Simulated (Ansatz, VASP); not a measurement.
SiC: VASP beside Ansatz

File INCAR:

```
PREC = Accurate ; ENCUT = 520
EDIFF = 1E-7 ; ISMEAR = 0
SIGMA = 0.05 ; LREAL = F
LASPH = T ; NELM = 80
ALGO = Normal ; ISIF = 2
LWAVE = F ; LCHARG = F
NBANDS = 11
```

KPOINTS

```
Automatic mesh
0
Gamma
  12 12 12
```

POSCAR

```
SiC
1.0
    0.0000000000      2.1740000000      2.1740000000
    2.1740000000      0.0000000000      2.1740000000
    2.1740000000      2.1740000000      0.0000000000
Si C
1 1
Direct
   -0.1422995477      0.0000000000      0.0000000000
    0.7500000000      0.7500000000      0.7500000000
```

Input for Ansatz:

```yaml
crystal:
  lattice:
    - [0.0, 2.174, 2.174]
    - [2.174, 0.0, 2.174]
    - [2.174, 2.174, 0.0]
  atoms:
    - { symbol: Si, position: [-0.1422995477, 0.0, 0.0] }
    - { symbol: C, position: [0.75, 0.75, 0.75] }
basis:
  ecutwfc: 420
kpoints:
  mp_grid: { grid: [12, 12, 12] }
hamiltonian:
  xc: lda
scf:
  occupations: { method: gaussian, width: 0.05 }
output:
  forces: true
  stress: true
  eigenvalues: true
```

Change from the starting cell: all Si atoms moved +0.438 Å, as atom 1 towards its neighbour atom 1 (Si) at 3.075 Å.

Alike in both runs: task single point; functional LDA; k mesh 12 × 12 × 12; occupations gaussian, width 0.05 eV; no spin polarisation.

```csv
,VASP,Ansatz
version,VASP 6.6.1,Ansatz 0.2.0
potentials or method,"VASP PAW LDA potentials, release 64 (Si, C), cutoff 520 eV","scalar-relativistic, plane waves, PAW"
valence electrons in the cell,8,8
```

|  | VASP | Ansatz | Ansatz less VASP |
| --- | --- | --- | --- |
| gap on the k mesh at the Fermi level (eV) | none | none | - |
| pressure (GPa) | 23.1 | 22.9 | -0.16 |
| traceless stress, the component that is largest in VASP (GPa) | 29.55 | 29.50 | -0.044 |
| rms of the force components (eV/Å) | 6.890 | 6.904 | +0.0136 |

LDA's correlation is that of Perdew and Zunger in VASP and of Perdew and Wang (1992) in Ansatz. Atom by atom the forces differ by 0.015 eV/Å (rms over components). A gap of «none» marks a metal or a gap that the smearing closes.
